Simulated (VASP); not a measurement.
# Ni (P6_3/mmc) in VASP: further runs, part 3 of 3

VASP 6.6.1. Earlier steps stand in the parts before.

### 6 Electric field gradients, LDA, collinear spin, ferromagnetic start (volume scaled by 1.06)

Contents of INCAR:

```
  ALGO = Normal
  EDIFF = 1E-8
  ENCUT = 520
  ISIF = 2
  ISMEAR = -1
  ISPIN = 2
  LASPH = True
  LCHARG = False
  LEFG = True
  LMAXMIX = 4
  LORBIT = 11
  LREAL = False
  LWAVE = False
  MAGMOM = 1.5 1.5
  NBANDS = 21
  NELM = 150
  PREC = Accurate
  SIGMA = 0.08
```

Contents of KPOINTS:

```
k-points
0
Gamma
  15 15 8
```

Contents of POSCAR:

```
Ni
1.0
    2.4960355362      0.0000000000      0.0000000000
   -1.2480177681      2.1616301831      0.0000000000
    0.0000000000      0.0000000000      4.1526868216
Ni
2
Direct
    0.3333333333      0.6666666667      0.2500000000
    0.6666666667      0.3333333333      0.7500000000
```

Potentials or basis: VASP PAW LDA potentials, release 64 (Ni).

Run with:

```bash
cat potpaw_LDA.64/Ni/POTCAR > POTCAR
mpirun -np 1 vasp_std > vasp.out
```

OUTCAR:

```text
EDIFF = 1E-8
   ENCUT = 520
   ISIF = 2
   ISMEAR = -1
   ISPIN = 2
   LASPH = True
   LORBIT = 11
   LREAL = False
   NELM = 150
   PREC = Accurate

 ion  position               nearest neighbor table
   1  0.333  0.667  0.250-   2 2.53   2 2.53   2 2.53   2 2.53   2 2.53   2 2.53
   2  0.667  0.333  0.750-   1 2.53   1 2.53   1 2.53   1 2.53   1 2.53   1 2.53

  LATTYP: Found a hexagonal cell.
 ALAT       =     2.4960355362
 C/A-ratio  =     1.6637130207

  Lattice vectors:

 A1 = (   2.4960355362,   0.0000000000,   0.0000000000)
 A2 = (  -1.2480177681,   2.1616301831,   0.0000000000)
 A3 = (   0.0000000000,   0.0000000000,   4.1526868216)

Analysis of symmetry for initial positions (statically):
=====================================================================
 Subroutine PRICEL returns:
 Original cell was already a primitive cell.

 Routine SETGRP: Setting up the symmetry group for a
 hexagonal supercell.

 Subroutine GETGRP returns: Found 24 space group operations
 (whereof 12 operations were pure point group operations)
 out of a pool of 24 trial point group operations.

The static configuration has the point symmetry D_3d.
 The point group associated with its full space group is D_6h.

Analysis of symmetry for dynamics (positions and initial velocities):
=====================================================================
 Subroutine PRICEL returns:
 Original cell was already a primitive cell.

 Routine SETGRP: Setting up the symmetry group for a
 hexagonal supercell.

 Subroutine GETGRP returns: Found 24 space group operations
 (whereof 12 operations were pure point group operations)
 out of a pool of 24 trial point group operations.

The dynamic configuration has the point symmetry D_3d.
 The point group associated with its full space group is D_6h.

Analysis of structural, dynamic, and magnetic symmetry:
=====================================================================
 Subroutine PRICEL returns:
 Original cell was already a primitive cell.

 Routine SETGRP: Setting up the symmetry group for a
 hexagonal supercell.

 Subroutine GETGRP returns: Found 24 space group operations
 (whereof 12 operations were pure point group operations)
 out of a pool of 24 trial point group operations.

The overall configuration has the point symmetry D_3d.
 The point group associated with its full space group is D_6h.

 Subroutine INISYM returns: Found 24 space group operations
 (whereof 12 operations are pure point group operations),
 and found     1 'primitive' translations

----------------------------------------------------------------------------------------

                                     Primitive cell

  volume of cell :      22.4058

  direct lattice vectors                    reciprocal lattice vectors
     2.496035536  0.000000000  0.000000000     0.400635322  0.231306911  0.000000000
    -1.248017768  2.161630183  0.000000000     0.000000000  0.462613822  0.000000000
     0.000000000  0.000000000  4.152686822     0.000000000  0.000000000  0.240807950

  length of vectors
     2.496035536  2.496035536  4.152686822     0.462613822  0.462613822  0.240807950

  position of ions in fractional coordinates (direct lattice)
     0.333333333  0.666666667  0.250000000
     0.666666667  0.333333333  0.750000000

[... 104 lines left out ...]
   IVDW    =     0    specifies the selected vdW correction
   LEPSILON=     F    determine dielectric tensor
   LRPA    =     F    only Hartree local field effects (RPA)
 spin polarized calculation
  energy-cutoff  :      520.00
  volume of cell :       22.41
 maximum number of plane-waves:       622
 NGX is ok and might be reduce to    20
   NGX =  9   NGY =  9   NGZ = 15

 number of electron      20.0000003 magnetization       1.2422944

 Free energy of the ion-electron system (eV)
  ---------------------------------------------------
  ext. energy  EPLUGINS =         0.00000000
  ---------------------------------------------------
  free energy    TOTEN  =       -12.98727846 eV

  energy without entropy =      -12.90196412  energy(sigma->0) =      -12.94462129

 E-fermi :   8.6286     XC(G=0): -13.4385

 val. band max:        8.6267582554   @ k =   0.1333   0.1333   0.2500
 cond. band min:       8.6305525176   @ k =   0.3333   0.2000   0.0000
 fundamental gap:      0.0037942622
 Fermi energy:         8.6286359714

 spin component 1

 k-point     1 :       0.0000    0.0000    0.0000
  band No.  band energies     occupation
      1      -0.1689      1.00000
      2       3.9614      1.00000
      3       6.2785      1.00000
      4       6.4287      1.00000
      5       6.4287      1.00000
      6       6.6704      1.00000
[... 565 lines left out ...]
     20      37.1134      0.00000
     21      41.5795      0.00000

 [... further k-points ...]

 spin component 2

 k-point     1 :       0.0000    0.0000    0.0000
  band No.  band energies     occupation
      1      -0.1246      1.00000
      2       4.3301      1.00000
      3       6.8817      1.00000
      4       7.0259      1.00000
      5       7.0259      1.00000
      6       7.2823      1.00000
[... 565 lines left out ...]
     20      37.2397      0.00000
     21      41.6001      0.00000

 [... further k-points ...]
[... 5 lines left out ...]
  --------------------------------------------------------------------------------------
  -------------------------------------------------------------------------------------
  Total       -2.7270224     -2.7270224     -3.1160155      0.0000000      0.0000000      0.0000000
  in kB     -195.0014949   -195.0014949   -222.8172737      0.0000000      0.0000000      0.0000000
  external PRESSURE =    -204.2734212 kB  Pullay stress =       0.0000000 kB

 VOLUME and BASIS-vectors are now :
 -----------------------------------------------------------------------------
  energy-cutoff  :      520.00
  volume of cell :       22.41
      direct lattice vectors                 reciprocal lattice vectors
     2.496035536  0.000000000  0.000000000     0.400635322  0.231306911  0.000000000
    -1.248017768  2.161630183  0.000000000     0.000000000  0.462613822  0.000000000
     0.000000000  0.000000000  4.152686822     0.000000000  0.000000000  0.240807950

 POSITION                                       TOTAL-FORCE (eV/Angst)
 -----------------------------------------------------------------------------------
     -0.00000      1.44109      1.03817         0.000000      0.000000      0.000000
      1.24802      0.72054      3.11452        -0.000000     -0.000000     -0.000000
 -----------------------------------------------------------------------------------
    total drift:                               -0.000000      0.000000     -0.000000

  FREE ENERGIE OF THE ION-ELECTRON SYSTEM (eV)
  ---------------------------------------------------
  free  energy   TOTEN  =       -12.9872784602 eV

  energy  without entropy=      -12.9019641185  energy(sigma->0) =      -12.94462129

 Electric field gradients (V/A^2)
---------------------------------------------------------------------
 ion       V_xx      V_yy      V_zz      V_xy      V_xz      V_yz
---------------------------------------------------------------------
   1       0.991     0.993    -1.984     0.002     0.000    -0.000
   2       0.991     0.993    -1.984     0.002    -0.000     0.000
---------------------------------------------------------------------

 Electric field gradients after diagonalization (V/A^2)
 (convention: |V_zz| > |V_xx| > |V_yy|)
----------------------------------------------------------------------
 ion       V_xx      V_yy      V_zz     asymmetry (V_yy - V_xx)/ V_zz
----------------------------------------------------------------------
   1       0.994     0.990    -1.984       0.002
   2       0.994     0.990    -1.984       0.002
----------------------------------------------------------------------

           NMR quadrupolar parameters

 Cq : quadrupolar parameter    Cq=e*Q*V_zz/h
 eta: asymmetry parameters     (V_yy - V_xx)/ V_zz
 Q  : nuclear electric quadrupole moment in mb (millibarn)
----------------------------------------------------------------------
 ion       Cq(MHz)       eta       Q (mb)
----------------------------------------------------------------------
   1      -0.005       0.002       1.000
   2      -0.005       0.002       1.000
----------------------------------------------------------------------

 total charge

# of ion       s       p       d       tot
------------------------------------------
    1        0.487   0.470   8.315   9.272
    2        0.487   0.470   8.315   9.272
--------------------------------------------------
tot          0.974   0.940  16.629  18.543

 magnetization (x)

# of ion       s       p       d       tot
------------------------------------------
    1       -0.004  -0.017   0.648   0.627
    2       -0.004  -0.017   0.648   0.627
--------------------------------------------------
tot         -0.007  -0.035   1.297   1.255
```

OSZICAR:

```text
N       E                     dE             d eps       ncg     rms          rms(c)
DAV:   1     0.951728858914E+02    0.95173E+02   -0.88774E+03 12132   0.135E+03
DAV:   2    -0.932625238700E+01   -0.10450E+03   -0.96265E+02 11545   0.234E+02
DAV:   3    -0.150495479349E+02   -0.57233E+01   -0.55153E+01 12906   0.633E+01
DAV:   4    -0.151193122329E+02   -0.69764E-01   -0.69707E-01 13110   0.657E+00
DAV:   5    -0.151212099729E+02   -0.18977E-02   -0.18977E-02 12996   0.108E+00    0.145E+01
DAV:   6    -0.138695516067E+02    0.12517E+01   -0.84153E+00 13239   0.630E+01    0.988E+00
DAV:   7    -0.130203674145E+02    0.84918E+00   -0.20870E+00 13045   0.268E+01    0.233E+00
DAV:   8    -0.129953757934E+02    0.24992E-01   -0.13022E-02 15562   0.992E-01    0.123E+00
DAV:   9    -0.129897017123E+02    0.56741E-02   -0.57672E-04 16815   0.244E-01    0.461E-01
DAV:  10    -0.129872599853E+02    0.24417E-02   -0.25507E-04 19146   0.347E-01    0.989E-02
DAV:  11    -0.129873053423E+02   -0.45357E-04   -0.37204E-05 15503   0.747E-02    0.348E-02
DAV:  12    -0.129872798812E+02    0.25461E-04   -0.19954E-06 18181   0.273E-02    0.204E-02
DAV:  13    -0.129872784692E+02    0.14120E-05   -0.14836E-06 15695   0.126E-02    0.391E-03
DAV:  14    -0.129872784602E+02    0.89535E-08   -0.72653E-08 13678   0.238E-03
   1 F= -.12987278E+02 E0= -.12944621E+02  d E =-.853143E-01  mag=     1.2422
```

Wall time 2.6 min (1 thread of Intel Xeon 8259CL, shared host); peak memory 0.2 GiB.

Results:

| Quantity | Value |
| --- | --- |
| Free energy | -12.9873 eV |
| Pressure | -20.4 GPa |
| Net moment | 1.24 μB per cell |
| Site moments | Ni +0.63 μB |
| Valence electrons inside the program's atomic spheres | Ni 9.27 |

Electric field gradients, principal values (V/Å²):
| atom | least | middle | greatest (by size) |
| --- | --- | --- | --- |
| 1 Ni | 0.990 | 0.994 | -1.984 |
| 2 Ni | 0.990 | 0.994 | -1.984 |

Caveat: without QUAD_EFG the Cq values of the log hold for a quadrupole moment of 1 mb, not for the nuclei.

### 7 Summary

```tsv
cell	gap on the mesh (eV)	pressure (GPa)	moment (μB)
a = 2.411, b = 2.411, c = 4.073 Å, angles 90.0, 90.0, 120.0°, 2 atoms	none	-4.2	1.19
a = 2.448, b = 2.448, c = 4.073 Å, angles 90.0, 90.0, 120.0°, 2 atoms	none	-10.7	1.21
a = 2.472, b = 2.472, c = 4.113 Å, angles 90.0, 90.0, 120.0°, 2 atoms	none	-16.0	1.23
a = 2.496, b = 2.496, c = 4.153 Å, angles 90.0, 90.0, 120.0°, 2 atoms	none	-20.4	1.24
```

Alike in all rows: task electric field gradients; level LDA; potentials or basis VASP PAW LDA potentials, release 64 (Ni); spin collinear, ferromagnetic start; k mesh 15 × 15 × 8; cutoff (eV) 520; smearing fermi-dirac 0.08 eV.

Absolute energies hang on the potentials; compare differences alone.
